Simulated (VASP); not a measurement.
# TlZnBr3 (Pm-3m) in VASP: further runs

TlZnBr3 is run at these levels: PBE; tasks: single point.

Program: VASP 6.6.1. These are calculated values, not measurements. Logs are shortened: lines on timing, memory, paths and dates and some standing lists are left out, and cuts for length are marked.

### Step 1. The cell of the first run

The structure is cubic, space group Pm-3m (No. 221). The conventional cell has a = 5.269 Å, b = 5.269 Å, c = 5.269 Å, α = 90.00°, β = 90.00°, γ = 90.00°. Within 4.9 Å of Tl (site symmetry m-3m) lie 12 Br at 3.73 Å and 8 Zn at 4.56 Å. Within 3.5 Å of Zn (site symmetry m-3m) lie 6 Br at 2.63 Å. Br (site symmetry 4/mmm) has 2 Zn at 2.63 Å within 3.5 Å.

### Step 2. Single point, PBE

INCAR reads:

```
SYSTEM = TlZnBr3
  PREC = Accurate
  ENCUT = 520
  EDIFF = 1E-7
  ISMEAR = 0
  SIGMA = 0.01
  LREAL = .False.
  LASPH = .True.
  NELM = 80
  ALGO = Normal
  ISIF = 2
  LWAVE = .False.
  LCHARG = .False.
  GGA = PE
  NBANDS = 31
```

KPOINTS reads:

```
Automatic mesh
0
Gamma
  4 4 4
  0 0 0
```

POSCAR reads:

```
TlZnBr3
1.0
    5.2692369920      0.0000000000      0.0000000000
    0.0000000000      5.2692369920      0.0000000000
    0.0000000000      0.0000000000      5.2692369920
Tl Zn Br
1 1 3
Direct
    0.0000000000      0.0000000000      0.0000000000
    0.5000000000      0.5000000000      0.5000000000
    0.5000000000      0.5000000000      0.0000000000
    0.5000000000      0.0000000000      0.5000000000
    0.0000000000      0.5000000000      0.5000000000
```

Potentials or basis: VASP PAW PBE potentials, release 64 (Tl_d, Zn, Br).

On the command line:

```
> cat potpaw_PBE.64/Tl_d/POTCAR potpaw_PBE.64/Zn/POTCAR potpaw_PBE.64/Br/POTCAR > POTCAR
> mpirun -np 1 vasp_std > vasp.out
```

OUTCAR:

```text
SYSTEM = TlZnBr3
   PREC = Accurate
   ENCUT = 520
   EDIFF = 1E-7
   ISMEAR = 0
   LREAL = .False.
   LASPH = .True.
   NELM = 80
   ISIF = 2
   GGA = PE

 ion  position               nearest neighbor table
   1  0.000  0.000  0.000-
   2  0.500  0.500  0.500-   3 2.63   4 2.63   5 2.63   3 2.63   4 2.63   5 2.63
   3  0.500  0.500  0.000-   2 2.63   2 2.63
   4  0.500  0.000  0.500-   2 2.63   2 2.63
   5  0.000  0.500  0.500-   2 2.63   2 2.63

  LATTYP: Found a simple cubic cell.
 ALAT       =     5.2692369920

  Lattice vectors:

 A1 = (   5.2692369920,   0.0000000000,   0.0000000000)
 A2 = (   0.0000000000,   5.2692369920,   0.0000000000)
 A3 = (   0.0000000000,   0.0000000000,   5.2692369920)

Analysis of symmetry for initial positions (statically):
=====================================================================
 Subroutine PRICEL returns:
 Original cell was already a primitive cell.

 Routine SETGRP: Setting up the symmetry group for a
 simple cubic supercell.

 Subroutine GETGRP returns: Found 48 space group operations
 (whereof 48 operations were pure point group operations)
 out of a pool of 48 trial point group operations.

The static configuration has the point symmetry O_h .

Analysis of symmetry for dynamics (positions and initial velocities):
=====================================================================
 Subroutine PRICEL returns:
 Original cell was already a primitive cell.

 Routine SETGRP: Setting up the symmetry group for a
 simple cubic supercell.

 Subroutine GETGRP returns: Found 48 space group operations
 (whereof 48 operations were pure point group operations)
 out of a pool of 48 trial point group operations.

The dynamic configuration has the point symmetry O_h .

 Subroutine INISYM returns: Found 48 space group operations
 (whereof 48 operations are pure point group operations),
 and found     1 'primitive' translations

----------------------------------------------------------------------------------------

                                     Primitive cell

  volume of cell :     146.2996

  direct lattice vectors                    reciprocal lattice vectors
     5.269236992  0.000000000  0.000000000     0.189780798  0.000000000  0.000000000
     0.000000000  5.269236992  0.000000000     0.000000000  0.189780798  0.000000000
     0.000000000  0.000000000  5.269236992     0.000000000  0.000000000  0.189780798

  length of vectors
     5.269236992  5.269236992  5.269236992     0.189780798  0.189780798  0.189780798

  position of ions in fractional coordinates (direct lattice)
     0.000000000  0.000000000  0.000000000
     0.500000000  0.500000000  0.500000000
     0.500000000  0.500000000  0.000000000
     0.500000000  0.000000000  0.500000000
     0.000000000  0.500000000  0.500000000

  ion indices of the primitive-cell ions
   primitive index   ion index
                 1           1
                 2           2
                 3           3
                 4           4
                 5           5

----------------------------------------------------------------------------------------

 KPOINTS: Automatic mesh

Automatic generation of k-mesh.
 Grid dimensions read from file:
 generate k-points for:    4    4    4

 Generating k-lattice:

  Cartesian coordinates                     Fractional coordinates (reciprocal lattice)
     0.047445199  0.000000000  0.000000000     0.250000000  0.000000000  0.000000000
     0.000000000  0.047445199  0.000000000     0.000000000  0.250000000  0.000000000
     0.000000000  0.000000000  0.047445199     0.000000000  0.000000000  0.250000000

  Length of vectors
     0.047445199  0.047445199  0.047445199

  Shift w.r.t. Gamma in fractional coordinates (k-lattice)
     0.000000000  0.000000000  0.000000000

 Subroutine IBZKPT returns following result:
 ===========================================

 Found     10 irreducible k-points:

 Following reciprocal coordinates:
            Coordinates               Weight
  0.000000  0.000000  0.000000      1.000000
  0.250000  0.000000  0.000000      6.000000
  0.500000  0.000000  0.000000      3.000000
  0.250000  0.250000  0.000000     12.000000
  0.500000  0.250000  0.000000     12.000000
  0.500000  0.500000  0.000000      3.000000
  0.250000  0.250000  0.250000      8.000000
  0.500000  0.250000  0.250000     12.000000
  0.500000  0.500000  0.250000      6.000000
  0.500000  0.500000  0.500000      1.000000
   k-points           NKPTS =     10   k-points in BZ     NKDIM =     10   number of bands    NBANDS=     31
   number of dos      NEDOS =    301   number of ions     NIONS =      5
   total plane-waves  NPLWV =  64000
   dimension x,y,z NGX =    40 NGY =   40 NGZ =   40
   dimension x,y,z NGXF=    80 NGYF=   80 NGZF=   80
   ions per type =               1   1   3
   NGX,Y,Z   is equivalent  to a cutoff of  12.62, 12.62, 12.62 a.u.
   NGXF,Y,Z  is equivalent  to a cutoff of  25.24, 25.24, 25.24 a.u.
 SYSTEM =  TlZnBr3
   PREC   = accura    normal or accurate (medium, high low for compatibility)
   ISTART =      0    job   : 0-new  1-cont  2-samecut
   ICHARG =      2    charge: 1-file 2-atom 10-const
   ISPIN  =      1    spin polarized calculation?
   LNONCOLLINEAR =      F non collinear calculations
   LSORBIT =      F    spin-orbit coupling
   LASPH  =      T    aspherical Exc in radial PAW
   ENCUT  =  520.0 eV  38.22 Ry    6.18 a.u.   9.80  9.80  9.80*2*pi/ulx,y,z
   NELM   =     80;   NELMIN=  2; NELMDL= -5     # of ELM steps
   EDIFF  = 0.1E-06   stopping-criterion for ELM
   LREAL  =      F    real-space projection
   EDIFFG = 0.1E-05   stopping-criterion for IOM
   NSW    =      0    number of steps for IOM
   IBRION =     -1    ionic relax: 0-MD 1-quasi-New 2-CG
   NFREE  =      0    steps in history (QN), initial steepest desc. (CG)
   ISIF   =      2    stress and relaxation
   ISYM   =      2    0-nonsym 1-usesym 2-fastsym
   POTIM  = 0.5000    time-step for ionic-motion
   TEBEG  =    0.0;   TEEND  =   0.0 temperature during run
   PSTRESS=    0.0 pullay stress
   NELECT =      46.0000    total number of electrons
   NUPDOWN=      -1.0000    fix difference up-down
   EMIN   =  10.00;   EMAX   =-10.00  energy-range for DOS
   EFERMI =   0.00;   METHOD = LEGACY
   ISMEAR =     0;   SIGMA  =   0.01  broadening in eV -4-tet -1-fermi 0-gaus
   EFERMI_NEDOS =   21; number of points for ismear=-14 and -15
   IALGO  =     38    algorithm
   IMIX   =      4    mixing-type and parameters
     AMIX     =   0.40;   BMIX     =  1.00
     AMIX_MAG =   1.60;   BMIX_MAG =  1.00
  volume/ion in A,a.u.               =      29.26       197.46
  Fermi-wavevector in a.u.,A,eV,Ry     =   1.113217  2.103675 16.861039  1.239251
  Thomas-Fermi vector in A             =   2.249799
   LORBIT       =      0    0 simple, 1 ext, 2 COOP (PROOUT), +10 PAW based schemes
   GGA     = PE    functional components
   LHFCALC =     F    Hartree Fock is set to
   AEXX    =    0.0000 exact exchange contribution
   IVDW    =     0    specifies the selected vdW correction
   LEPSILON=     F    determine dielectric tensor
   LRPA    =     F    only Hartree local field effects (RPA)
 non-spin polarized calculation
 Gauss-broadening in eV      SIGMA  =   0.01
  energy-cutoff  :      520.00
  volume of cell :      146.30
 maximum number of plane-waves:      3952
 NGX is ok and might be reduce to    40
   NGX = 19   NGY = 19   NGZ = 19

 number of electron      46.0000019 magnetization

 Free energy of the ion-electron system (eV)
  ---------------------------------------------------
  ext. energy  EPLUGINS =         0.00000000
  ---------------------------------------------------
  free energy    TOTEN  =       -12.09285705 eV

  energy without entropy =      -12.09285705  energy(sigma->0) =      -12.09285705

 E-fermi :   0.9127     XC(G=0):  -8.7418

 val. band max:        0.8532541035   @ k =   0.5000   0.5000   0.0000
 cond. band min:       1.0485303090   @ k =   0.0000   0.0000   0.0000
 fundamental gap:      0.1952762054
 Fermi energy:         0.9127049291

 k-point     1 :       0.0000    0.0000    0.0000
  band No.  band energies     occupation
      1     -13.1342      2.00000
      2     -12.3058      2.00000
      3     -12.3058      2.00000
      4      -8.8322      2.00000
      5      -8.8322      2.00000
      6      -8.8322      2.00000
[... 23 lines left out ...]
     30       8.5841      0.00000
     31       8.5841      0.00000

 k-point     2 :       0.2500    0.0000    0.0000
  band No.  band energies     occupation
      1     -13.0298      2.00000
      2     -12.3964      2.00000
      3     -12.3007      2.00000
      4      -8.8376      2.00000
      5      -8.8359      2.00000
      6      -8.8359      2.00000
[... 23 lines left out ...]
     30       8.9362      0.00000
     31       9.5645      0.00000

 k-point     3 :       0.5000    0.0000    0.0000
  band No.  band energies     occupation
      1     -12.8715      2.00000
      2     -12.5416      2.00000
      3     -12.2957      2.00000
      4      -8.8434      2.00000
      5      -8.8396      2.00000
      6      -8.8396      2.00000
[... 23 lines left out ...]
     30       9.9184      0.00000
     31      10.5538      0.00000

 k-point     4 :       0.2500    0.2500    0.0000
  band No.  band energies     occupation
      1     -12.9319      2.00000
      2     -12.4173      2.00000
      3     -12.3529      2.00000
      4      -8.8392      2.00000
      5      -8.8357      2.00000
      6      -8.8355      2.00000
[... 23 lines left out ...]
     30       9.4426      0.00000
     31       9.6767      0.00000

 k-point     5 :       0.5000    0.2500    0.0000
  band No.  band energies     occupation
      1     -12.7786      2.00000
      2     -12.5326      2.00000
      3     -12.3663      2.00000
      4      -8.8397      2.00000
      5      -8.8392      2.00000
      6      -8.8353      2.00000
[... 23 lines left out ...]
     30       9.4704      0.00000
     31      10.1460      0.00000

 k-point     6 :       0.5000    0.5000    0.0000
  band No.  band energies     occupation
      1     -12.5988      2.00000
      2     -12.5235      2.00000
      3     -12.5235      2.00000
      4      -8.8388      2.00000
      5      -8.8388      2.00000
      6      -8.8378      2.00000
[... 23 lines left out ...]
     30       9.7831      0.00000
     31      11.0062      0.00000

 k-point     7 :       0.2500    0.2500    0.2500
  band No.  band energies     occupation
      1     -12.8438      2.00000
      2     -12.4134      2.00000
      3     -12.4134      2.00000
      4      -8.8368      2.00000
      5      -8.8368      2.00000
      6      -8.8338      2.00000
[... 23 lines left out ...]
     30       9.3098      0.00000
     31       9.7393      0.00000

 k-point     8 :       0.5000    0.2500    0.2500
  band No.  band energies     occupation
      1     -12.7029      2.00000
      2     -12.5265      2.00000
      3     -12.4095      2.00000
      4      -8.8348      2.00000
      5      -8.8344      2.00000
      6      -8.8309      2.00000
[... 23 lines left out ...]
     30       9.0770      0.00000
     31      10.3348      0.00000

 k-point     9 :       0.5000    0.5000    0.2500
  band No.  band energies     occupation
      1     -12.5587      2.00000
      2     -12.5205      2.00000
      3     -12.5205      2.00000
      4      -8.8317      2.00000
      5      -8.8298      2.00000
      6      -8.8298      2.00000
[... 23 lines left out ...]
     30       8.5755      0.00000
     31      11.1719      0.00000

 k-point    10 :       0.5000    0.5000    0.5000
  band No.  band energies     occupation
      1     -12.5174      2.00000
      2     -12.5174      2.00000
      3     -12.5174      2.00000
      4      -8.8256      2.00000
      5      -8.8256      2.00000
      6      -8.8206      2.00000
[... 23 lines left out ...]
     30       7.7599      0.00000
     31      10.5341      0.00000

------------------------ aborting loop because EDIFF is reached ----------------------------------------

  FORCE on cell =-STRESS in cart. coord.  units (eV):
  Direction    XX          YY          ZZ          XY          YZ          ZX
  --------------------------------------------------------------------------------------
  -------------------------------------------------------------------------------------
  Total        0.0431821      0.0431821      0.0431821      0.0000000     -0.0000000     -0.0000000
  in kB        0.4729025      0.4729025      0.4729025      0.0000000     -0.0000000     -0.0000000
  external PRESSURE =       0.4729025 kB  Pullay stress =       0.0000000 kB

 VOLUME and BASIS-vectors are now :
 -----------------------------------------------------------------------------
  energy-cutoff  :      520.00
  volume of cell :      146.30
      direct lattice vectors                 reciprocal lattice vectors
     5.269236992  0.000000000  0.000000000     0.189780798  0.000000000  0.000000000
     0.000000000  5.269236992  0.000000000     0.000000000  0.189780798  0.000000000
     0.000000000  0.000000000  5.269236992     0.000000000  0.000000000  0.189780798

 POSITION                                       TOTAL-FORCE (eV/Angst)
 -----------------------------------------------------------------------------------
      0.00000      0.00000      0.00000         0.000000      0.000000      0.000000
      2.63462      2.63462      2.63462         0.000000      0.000000      0.000000
      2.63462      2.63462      0.00000         0.000000      0.000000      0.000000
      2.63462      0.00000      2.63462         0.000000      0.000000      0.000000
      0.00000      2.63462      2.63462         0.000000      0.000000      0.000000
 -----------------------------------------------------------------------------------
    total drift:                               -0.000000      0.000000     -0.000000

  FREE ENERGIE OF THE ION-ELECTRON SYSTEM (eV)
  ---------------------------------------------------
  free  energy   TOTEN  =       -12.0928570506 eV

  energy  without entropy=      -12.0928570506  energy(sigma->0) =      -12.09285705
```

It took 23 s on 1 thread of Intel Xeon 6975P-C (Granite Rapids), shared host; peak memory 0.26 GiB.

Results:

| Property | Result |
| --- | --- |
| Free energy | -12.0929 eV |
| Pressure | 0.0 GPa |
| Band gap on the k mesh | 0.20 eV, indirect (least direct gap 0.86 eV) |

Levels at points of the mesh, in eV from the valence-band top:
| k point | band 19 | band 20 | band 21 | band 22 | band 23 | band 24 | band 25 | band 26 | band 27 | band 28 |
| --- | --- | --- | --- | --- | --- | --- | --- | --- | --- | --- |
| (0.00, 0.00, 0.00) | -0.83 | -0.83 | -0.66 | -0.66 | -0.66 | 0.20 | 5.75 | 5.75 | 5.75 | 7.11 |
| (0.50, 0.00, 0.00) | -1.28 | -1.01 | -0.67 | -0.63 | -0.63 | 3.08 | 3.63 | 4.93 | 4.93 | 7.03 |
| (0.50, 0.50, 0.00) | -1.13 | -1.12 | -1.12 | -0.30 | 0.00 | 4.10 | 4.70 | 4.70 | 5.09 | 6.12 |
| (0.50, 0.50, 0.50) | -0.28 | -0.28 | 0.00 | 0.00 | 0.00 | 5.27 | 5.27 | 5.27 | 5.68 | 5.68 |

Caveat: spin-orbit coupling is left out, which moves the levels of the heavy elements. A k mesh can miss the band edges.

### Step 3. Single point, PBE (volume changed by +3%)

INCAR reads:

```
  PREC = Accurate
  ENCUT = 520
  EDIFF = 1E-7
  ISMEAR = 0
  SIGMA = 0.01
  LREAL = False
  LASPH = True
  NELM = 80
  ALGO = Normal
  ISIF = 2
  LWAVE = False
  LCHARG = True
  GGA = PE
  LELF = True
  LVHAR = True
  NBANDS = 31
```

KPOINTS reads:

```
regular mesh
0
Gamma
  4 4 4
```

Changes to POSCAR since step 2:

```diff
@@ -2,5 +2,5 @@
 1.0
-    5.2692369920      0.0000000000      0.0000000000
-    0.0000000000      5.2692369920      0.0000000000
-    0.0000000000      0.0000000000      5.2692369920
+    5.3214110484      0.0000000000      0.0000000000
+    0.0000000000      5.3214110484      0.0000000000
+    0.0000000000      0.0000000000      5.3214110484
 Tl Zn Br
```

Potentials or basis: VASP PAW PBE potentials, release 64 (Tl_d, Zn, Br).

On the command line:

```
> cat potpaw_PBE.64/Tl_d/POTCAR potpaw_PBE.64/Zn/POTCAR potpaw_PBE.64/Br/POTCAR > POTCAR
> mpirun -np 1 vasp_std > vasp.out
```

Wall time 20 s (1 thread of Intel Xeon 6975P-C (Granite Rapids), shared host); peak memory 0.26 GiB.

It converged, with:

```yaml
Free_energy: -12.0830 eV
Pressure: -0.8 GPa
Band_gap_on_the_k_mesh: 0.13 eV, indirect (least direct gap 0.76 eV)
```

Levels at points of the mesh, in eV from the valence-band top:
| k point | band 19 | band 20 | band 21 | band 22 | band 23 | band 24 | band 25 | band 26 | band 27 | band 28 |
| --- | --- | --- | --- | --- | --- | --- | --- | --- | --- | --- |
| (0.00, 0.00, 0.00) | -0.78 | -0.78 | -0.63 | -0.63 | -0.63 | 0.13 | 5.65 | 5.65 | 5.65 | 7.13 |
| (0.50, 0.00, 0.00) | -1.22 | -0.96 | -0.68 | -0.60 | -0.60 | 3.03 | 3.55 | 4.88 | 4.88 | 6.94 |
| (0.50, 0.50, 0.00) | -1.13 | -1.06 | -1.06 | -0.32 | 0.00 | 4.10 | 4.64 | 4.64 | 4.89 | 6.07 |
| (0.50, 0.50, 0.50) | -0.31 | -0.31 | 0.00 | 0.00 | 0.00 | 5.24 | 5.24 | 5.24 | 5.57 | 5.57 |

Caveat: spin-orbit coupling is left out, which moves the levels of the heavy elements. A k mesh can miss the band edges.
